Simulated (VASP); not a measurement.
# F (I4/mmm) in VASP: single point with PBEsol

Aim: the single point of F with PBEsol.

Program: VASP 6.6.1. These are calculated values, not measurements. Logs are shortened: lines on timing, memory, paths and dates and some standing lists are left out, and cuts for length are marked.

## (1) The cell of the first run

Symmetry: I4/mmm, No. 139, tetragonal system. The conventional cell has a = 1.974 Å, b = 1.974 Å, c = 5.536 Å, α = 90.00°, β = 90.00°, γ = 90.00°. Within 2.6 Å of F (site symmetry 4/mmm) lie 4 F at 1.97 Å.

## (2) Single point, PBEsol (I replaced by F, lengths x 0.646, strained)

Input file INCAR:

```
PREC = Accurate
ENCUT = 520
EDIFF = 1E-6
ISMEAR = 0
SIGMA = 0.1
LREAL = False
LASPH = True
NELM = 60
ALGO = Normal
ISIF = 2
LWAVE = False
LCHARG = True
GGA = PS
LELF = True
LVHAR = True
NBANDS = 10
```

Input file KPOINTS:

```
Automatic mesh
0
Gamma
  30 30 30
```

Input file POSCAR:

```
F
1.0
   -0.9871295103      0.9871295103      2.7681170782
    0.9871295103     -0.9871295103      2.7681170782
    0.9871295103      0.9871295103     -2.7681170782
F
1
Direct
    0.0000000000      0.0000000000      0.0000000000
```

Potentials or basis: VASP PAW PBE potentials, release 64 (F).

Launch:

```bash
$ cat potpaw_PBE.64/F/POTCAR > POTCAR
$ mpirun -np 1 vasp_std > vasp.out
```

OUTCAR:

```text
PREC = Accurate
   ENCUT = 520
   EDIFF = 1E-6
   ISMEAR = 0
   LREAL = False
   LASPH = True
   NELM = 60
   ISIF = 2
   GGA = PS

 ion  position               nearest neighbor table
   1  0.000  0.000  0.000-

  LATTYP: Found a body centered tetragonal cell.
 ALAT       =     1.9742590206
 C/A-ratio  =     2.8042086163

  Lattice vectors:

 A1 = (  -0.9871295103,   0.9871295103,   2.7681170782)
 A2 = (   0.9871295103,  -0.9871295103,   2.7681170782)
 A3 = (   0.9871295103,   0.9871295103,  -2.7681170782)

Analysis of symmetry for initial positions (statically):
=====================================================================
 Subroutine PRICEL returns:
 Original cell was already a primitive cell.

 Routine SETGRP: Setting up the symmetry group for a
 body centered tetragonal supercell.

 Subroutine GETGRP returns: Found 16 space group operations
 (whereof 16 operations were pure point group operations)
 out of a pool of 16 trial point group operations.

The static configuration has the point symmetry D_4h.

Analysis of symmetry for dynamics (positions and initial velocities):
=====================================================================
 Subroutine PRICEL returns:
 Original cell was already a primitive cell.

 Routine SETGRP: Setting up the symmetry group for a
 body centered tetragonal supercell.

 Subroutine GETGRP returns: Found 16 space group operations
 (whereof 16 operations were pure point group operations)
 out of a pool of 16 trial point group operations.

The dynamic configuration has the point symmetry D_4h.

 Subroutine INISYM returns: Found 16 space group operations
 (whereof 16 operations are pure point group operations),
 and found     1 'primitive' translations

----------------------------------------------------------------------------------------

                                     Primitive cell

  volume of cell :      10.7893

  direct lattice vectors                    reciprocal lattice vectors
    -0.987129510  0.987129510  2.768117078     0.000000000  0.506519149  0.180628198
     0.987129510 -0.987129510  2.768117078     0.506519149  0.000000000  0.180628198
     0.987129510  0.987129510 -2.768117078     0.506519149  0.506519149  0.000000000

  length of vectors
     3.100213138  3.100213138  3.100213138     0.537762210  0.537762210  0.716326251

  position of ions in fractional coordinates (direct lattice)
     0.000000000  0.000000000  0.000000000

  ion indices of the primitive-cell ions
   primitive index   ion index
                 1           1

----------------------------------------------------------------------------------------

 KPOINTS: Automatic mesh

Automatic generation of k-mesh.
 Grid dimensions read from file:
 generate k-points for:   30   30   30

 Generating k-lattice:

  Cartesian coordinates                     Fractional coordinates (reciprocal lattice)
     0.000000000  0.016883972  0.006020940     0.033333333  0.000000000 -0.000000000
     0.016883972  0.000000000  0.006020940     0.000000000  0.033333333 -0.000000000
     0.016883972  0.016883972  0.000000000     0.000000000  0.000000000  0.033333333

  Length of vectors
     0.017925407  0.017925407  0.023877542

  Shift w.r.t. Gamma in fractional coordinates (k-lattice)
     0.000000000  0.000000000  0.000000000

 Subroutine IBZKPT returns following result:
 ===========================================

 Found   1992 irreducible k-points:

 Following reciprocal coordinates:
            Coordinates               Weight
  0.000000  0.000000  0.000000      1.000000
  0.033333  0.000000  0.000000      8.000000
  0.066667 -0.000000  0.000000      8.000000
  0.100000 -0.000000  0.000000      8.000000
  0.133333  0.000000  0.000000      8.000000
  0.166667  0.000000 -0.000000      8.000000
[... 16 lines left out ...]
  0.233333  0.033333  0.000000     16.000000
  0.266667  0.033333  0.000000     16.000000
 [... further k-points ...]
   k-points           NKPTS =   1992   k-points in BZ     NKDIM =   1992   number of bands    NBANDS=     10
   number of dos      NEDOS =    301   number of ions     NIONS =      1
   total plane-waves  NPLWV =  13824
   dimension x,y,z NGX =    24 NGY =   24 NGZ =   24
   dimension x,y,z NGXF=    48 NGYF=   48 NGZF=   48
   ions per type =               1
   NGX,Y,Z   is equivalent  to a cutoff of  12.87, 12.87, 12.87 a.u.
   NGXF,Y,Z  is equivalent  to a cutoff of  25.74, 25.74, 25.74 a.u.
 SYSTEM =  unknown system
   PREC   = accura    normal or accurate (medium, high low for compatibility)
   ISTART =      0    job   : 0-new  1-cont  2-samecut
   ICHARG =      2    charge: 1-file 2-atom 10-const
   ISPIN  =      1    spin polarized calculation?
   LNONCOLLINEAR =      F non collinear calculations
   LSORBIT =      F    spin-orbit coupling
   LASPH  =      T    aspherical Exc in radial PAW
   ENCUT  =  520.0 eV  38.22 Ry    6.18 a.u.   5.76  5.76  5.76*2*pi/ulx,y,z
   NELM   =     60;   NELMIN=  2; NELMDL= -5     # of ELM steps
   EDIFF  = 0.1E-05   stopping-criterion for ELM
   LREAL  =      F    real-space projection
   EDIFFG = 0.1E-04   stopping-criterion for IOM
   NSW    =      0    number of steps for IOM
   IBRION =     -1    ionic relax: 0-MD 1-quasi-New 2-CG
   NFREE  =      0    steps in history (QN), initial steepest desc. (CG)
   ISIF   =      2    stress and relaxation
   ISYM   =      2    0-nonsym 1-usesym 2-fastsym
   POTIM  = 0.5000    time-step for ionic-motion
   TEBEG  =    0.0;   TEEND  =   0.0 temperature during run
   PSTRESS=    0.0 pullay stress
   NELECT =       7.0000    total number of electrons
   NUPDOWN=      -1.0000    fix difference up-down
   EMIN   =  10.00;   EMAX   =-10.00  energy-range for DOS
   EFERMI =   0.00;   METHOD = LEGACY
   ISMEAR =     0;   SIGMA  =   0.10  broadening in eV -4-tet -1-fermi 0-gaus
   EFERMI_NEDOS =   21; number of points for ismear=-14 and -15
   IALGO  =     38    algorithm
   IMIX   =      4    mixing-type and parameters
     AMIX     =   0.40;   BMIX     =  1.00
     AMIX_MAG =   1.60;   BMIX_MAG =  1.00
  volume/ion in A,a.u.               =      10.79        72.81
  Fermi-wavevector in a.u.,A,eV,Ry     =   1.417240  2.678194 27.328227  2.008568
  Thomas-Fermi vector in A             =   2.538490
   LORBIT       =      0    0 simple, 1 ext, 2 COOP (PROOUT), +10 PAW based schemes
   GGA     = PS    functional components
   LHFCALC =     F    Hartree Fock is set to
   AEXX    =    0.0000 exact exchange contribution
   IVDW    =     0    specifies the selected vdW correction
   LEPSILON=     F    determine dielectric tensor
   LRPA    =     F    only Hartree local field effects (RPA)
 non-spin polarized calculation
 Gauss-broadening in eV      SIGMA  =   0.10
  energy-cutoff  :      520.00
  volume of cell :       10.79
 maximum number of plane-waves:       306
   NGX = 11   NGY = 11   NGZ = 11

 number of electron       7.0000001 magnetization

 Free energy of the ion-electron system (eV)
  ---------------------------------------------------
  ext. energy  EPLUGINS =         0.00000000
  ---------------------------------------------------
  free energy    TOTEN  =        -1.45374784 eV

  energy without entropy =       -1.45105782  energy(sigma->0) =       -1.45240283

 E-fermi :  -3.1631     XC(G=0):  -9.8924

 val. band max:       -3.1902377713   @ k =  -0.1000  -0.1333   0.0333
 cond. band min:      -3.1538213077   @ k =  -0.4000   0.4333   0.2667
 fundamental gap:      0.0364164636
 Fermi energy:        -3.1631163191

 k-point     1 :       0.0000    0.0000    0.0000
  band No.  band energies     occupation
      1     -26.3906      2.00000
      2      -5.6443      2.00000
      3      -2.4894      0.00000
      4      -2.4894      0.00000
      5       7.6965      0.00000
      6      23.3613      0.00000
      7      26.6283      0.00000
      8      31.3515      0.00000
      9      39.6793      0.00000
     10      39.6793      0.00000

 k-point     2 :       0.0333    0.0000    0.0000
  band No.  band energies     occupation
      1     -26.3695      2.00000
      2      -5.6374      2.00000
      3      -2.5746      0.00000
      4      -2.4826      0.00000
      5       7.7568      0.00000
      6      23.3794      0.00000
      7      26.6289      0.00000
      8      31.3816      0.00000
      9      38.5389      0.00000
     10      39.7265      0.00000

 k-point     3 :       0.0667   -0.0000    0.0000
  band No.  band energies     occupation
      1     -26.3064      2.00000
      2      -5.6168      2.00000
      3      -2.8231      0.00000
      4      -2.4625      0.00000
      5       7.9343      0.00000
      6      23.4242      0.00000
      7      26.6305      0.00000
      8      31.4608      0.00000
      9      36.8568      0.00000
     10      39.8673      0.00000

 k-point     4 :       0.1000   -0.0000    0.0000
  band No.  band energies     occupation
      1     -26.2029      2.00000
      2      -5.5828      2.00000
      3      -3.2159      1.54492
      4      -2.4297      0.00000
      5       8.2197      0.00000
      6      23.4645      0.00000
      7      26.6327      0.00000
      8      31.5482      0.00000
      9      35.3022      0.00000
     10      40.0997      0.00000
[... 222 lines left out ...]
 k-point    22 :       0.2000    0.0333    0.0000
  band No.  band energies     occupation
      1     -25.6539      2.00000
      2      -5.4812      2.00000
      3      -4.9344      2.00000
      4      -2.3504      0.00000
      5       9.7344      0.00000
      6      22.7577      0.00000
      7      27.0508      0.00000
      8      30.7214      0.00000
      9      33.2543      0.00000
     10      40.4432      0.00000

 k-point    23 :       0.2333    0.0333    0.0000
  band No.  band energies     occupation
      1     -25.4241      2.00000
      2      -5.7382      2.00000
      3      -5.2808      2.00000
      4      -2.2832      0.00000
      5      10.3229      0.00000
      6      22.2990      0.00000
      7      27.0111      0.00000
      8      30.3410      0.00000
      9      33.2336      0.00000
     10      40.8361      0.00000

 k-point    24 :       0.2667    0.0333    0.0000
  band No.  band energies     occupation
      1     -25.1786      2.00000
      2      -6.3834      2.00000
      3      -5.2317      2.00000
      4      -2.2138      0.00000
      5      10.9492      0.00000
      6      21.6906      0.00000
      7      26.9650      0.00000
      8      30.0729      0.00000
      9      33.2896      0.00000
     10      41.2160      0.00000

 [... further k-points ...]

------------------------ aborting loop because EDIFF is reached ----------------------------------------

  FORCE on cell =-STRESS in cart. coord.  units (eV):
  Direction    XX          YY          ZZ          XY          YZ          ZX
  --------------------------------------------------------------------------------------
  -------------------------------------------------------------------------------------
  Total       -0.3328985     -0.3328985      0.0894540      0.0000000      0.0000000      0.0000000
  in kB      -49.4344459    -49.4344459     13.2836621      0.0000000      0.0000000      0.0000000
  external PRESSURE =     -28.5284099 kB  Pullay stress =       0.0000000 kB

 VOLUME and BASIS-vectors are now :
 -----------------------------------------------------------------------------
  energy-cutoff  :      520.00
  volume of cell :       10.79
      direct lattice vectors                 reciprocal lattice vectors
    -0.987129510  0.987129510  2.768117078     0.000000000  0.506519149  0.180628198
     0.987129510 -0.987129510  2.768117078     0.506519149  0.000000000  0.180628198
     0.987129510  0.987129510 -2.768117078     0.506519149  0.506519149  0.000000000

 POSITION                                       TOTAL-FORCE (eV/Angst)
 -----------------------------------------------------------------------------------
      0.00000      0.00000      0.00000        -0.000000      0.000000      0.000000
 -----------------------------------------------------------------------------------
    total drift:                               -0.000000      0.000000     -0.000000

  FREE ENERGIE OF THE ION-ELECTRON SYSTEM (eV)
  ---------------------------------------------------
  free  energy   TOTEN  =        -1.4537478428 eV

  energy  without entropy=       -1.4510578233  energy(sigma->0) =       -1.45240283
```

Run time: 72 s. Hardware: 1 thread of Intel Xeon 6975P-C (Granite Rapids), shared host; peak memory 0.3 GiB.

What came out:

```yaml
Free_energy: -1.4537 eV
Pressure: -2.9 GPa
Band_gap_on_the_k_mesh: zero (an odd number of electrons rules out a gap without spin polarisation)
```

Caveat: the cell differs from its parent crystal (I replaced by F, lengths x 0.646, strained); the stress differs along the axes, from -5 to 1 GPa; the PAW data sets were made with another functional, which shifts forces and pressure a little; an odd number of electrons without spin polarisation forces a metal; a magnetic or distorted state may lie lower.

The gap in the log of VASP goes by the Fermi energy; the results here count the filled bands.